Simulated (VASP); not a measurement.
Wanted: the native input for a VASP 6.6.1 run.

* Task: relaxation of cell and atoms
* Functional: PBEsol
* Potentials or basis: VASP PAW PBE potentials, release 64 (Si, Ge_d)
* Cutoff: 600 eV
* k mesh: 8 × 8 × 8
* Occupations: gaussian, width 0.01 eV
* Spin: no spin polarisation
* Target pressure: 5 GPa
* Dipole correction: no
* Further INCAR settings: ALGO = Normal; EDIFF = 1e-06; IBRION = 2; EDIFFG = -0.008; NSW = 70; ISIF = 3

The structure of Si7Ge lies in POSCAR:

```
Si7Ge
1.0
    5.3674546751      0.0000000000      0.0000000000
    0.0000000000      5.3674546751      0.0000000000
    0.0000000000      0.0000000000      5.3674546751
Si Ge
7 1
Direct
    0.2525762813      0.2525762813      0.2525762813
    0.0000000000      0.5000000000      0.5000000000
    0.5000000000      0.5000000000      0.0000000000
    0.5000000000      0.0000000000      0.5000000000
    0.7474237187      0.2525762813      0.7474237187
    0.7474237187      0.7474237187      0.2525762813
    0.2525762813      0.7474237187      0.7474237187
    0.0000000000      0.0000000000      0.0000000000
```

One way to write it, as run:

INCAR

```
PREC = Accurate
ENCUT = 600
EDIFF = 1E-6
ISMEAR = 0
SIGMA = 0.01
LREAL = False
LASPH = True
NELM = 100
ALGO = Normal
ISIF = 3
LWAVE = False
LCHARG = False
GGA = PS
IBRION = 2
NSW = 70
EDIFFG = -0.008
PSTRESS = 50.0
```

KPOINTS

```
Automatic mesh
0
Gamma
  8 8 8
```

Potentials or basis: VASP PAW PBE potentials, release 64 (Si, Ge_d).

The run is started by

```console
$ cat potpaw_PBE.64/Si/POTCAR potpaw_PBE.64/Ge_d/POTCAR > POTCAR
$ mpirun -np 1 vasp_std > vasp.out
```

Results of the run:

```json
{
  "Relaxed volume": "19.37 Å³/atom",
  "Relaxed cell": "a = 5.371 Å, b = 5.371 Å, c = 5.371 Å, α = 90.00°, β = 90.00°, γ = 90.00°",
  "Space group after relaxing (to 0.1 Å)": "P-43m (No. 215)",
  "Energy change on relaxing (the run minimises the enthalpy)": "-1.3 meV/atom",
  "Ionic steps": "3",
  "Pressure after relaxing": "5.0 GPa",
  "Largest force after relaxing": "0.006 eV/Å",
  "Band gap on the k mesh": "0.18 eV"
}
```

Caveat: the cell is relaxed towards a set pressure, so the run minimises the enthalpy, not the energy; the PAW data sets were made with another functional, which shifts forces and pressure a little.

Run time: 2.9 min on 1 thread of Intel(R) Xeon(R) 6975P-C (Granite Rapids), with other jobs on the host, peak memory 0.42 GiB.
